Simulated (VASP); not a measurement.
Crystal: HgTe.

```
Hg Te
1.0
     2.99252   -3.46693    0.00000
     2.99252    3.46693    0.00000
     0.00000    0.00000    5.79816
Hg Te
2 2
Cartesian
  2.9925 -1.0883 1.4495
  2.9925 1.0883 4.3486
  2.9925 1.9748 1.4495
  2.9925 -1.9748 4.3486
```

* Program: VASP 6.6.1
* Task: relaxation of cell and atoms
* Functional: PBEsol
* Potentials or basis: VASP PAW PBE potentials, release 64 (Hg, Te)
* Cutoff: 600 eV
* k mesh: 6 × 6 × 5
* Occupations: fermi-dirac, width 0.05 eV
* Spin: no spin polarisation

At the start: pressure -3.2 GPa; volume 30.08 Å³/atom.

How do energy, volume and symmetry change on relaxing?

Over 72 steps the energy falls by 66.6 meV/atom and the volume is 27.10 Å³/atom (-9.9 %); space group Cmcm (No. 63, to 0.1 Å) before, Fm-3m (No. 225, to 0.1 Å).

The path:
```tsv
step	energy change (eV)	largest force (eV/Å)	pressure (GPa)	volume (Å³)
1	0.0000	0.1881	-3.24	120.31
3	-0.0900	0.0426	-0.04	112.30
5	-0.0924	0.0811	0.02	111.79
7	-0.0964	0.0522	-0.19	111.62
9	-0.0984	0.0492	-0.37	111.12
11	-0.0991	0.0515	-0.04	110.28
13	-0.0999	0.0498	0.04	110.16
15	-0.1005	0.0469	0.10	110.05
17	-0.1012	0.0635	-0.21	110.72
19	-0.1023	0.0868	-0.12	110.62
21	-0.1041	0.1256	0.04	110.45
23	-0.1131	0.1156	0.30	110.17
25	-0.1272	0.2041	1.05	109.06
27	-0.1296	0.2057	0.98	109.13
29	-0.1406	0.2139	0.63	109.49
31	-0.1772	0.2906	-0.84	110.86
33	-0.1796	0.3058	-1.07	111.09
35	-0.1935	0.3402	-1.15	110.54
37	-0.2209	0.2818	0.63	107.06
39	-0.2299	0.2277	0.67	107.00
41	-0.2438	0.0832	-0.04	108.34
43	-0.2471	0.0881	-0.10	108.53
45	-0.2502	0.0883	0.11	108.15
47	-0.2619	0.0780	0.34	107.79
49	-0.2647	0.0399	-0.29	108.98
51	-0.2659	0.0135	-0.15	108.71
53	-0.2662	0.0123	0.05	108.31
55	-0.2663	0.0089	0.01	108.40
57	-0.2663	0.0088	-0.01	108.40
59	-0.2663	0.0074	0.00	108.39
61	-0.2663	0.0061	0.01	108.40
63	-0.2663	0.0133	-0.09	108.56
65	-0.2663	0.0101	-0.05	108.48
67	-0.2664	0.0112	-0.03	108.41
69	-0.2664	0.0112	0.02	108.37
71	-0.2664	0.0054	0.01	108.39
72	-0.2664	0.0049	-0.01	108.42
```

Final structure:
```
Hg Te
1.0
     2.98141   -2.98159    0.00000
     2.98141    2.98159    0.00000
     0.00000    0.00000    6.09805
Hg Te
2 2
Direct
  0.74920 0.25080 0.25000
  0.25080 0.74920 0.75000
  0.24949 0.75051 0.25000
  0.75051 0.24949 0.75000
```

Caveat: the PAW data sets were made with another functional, which shifts forces and pressure a little.
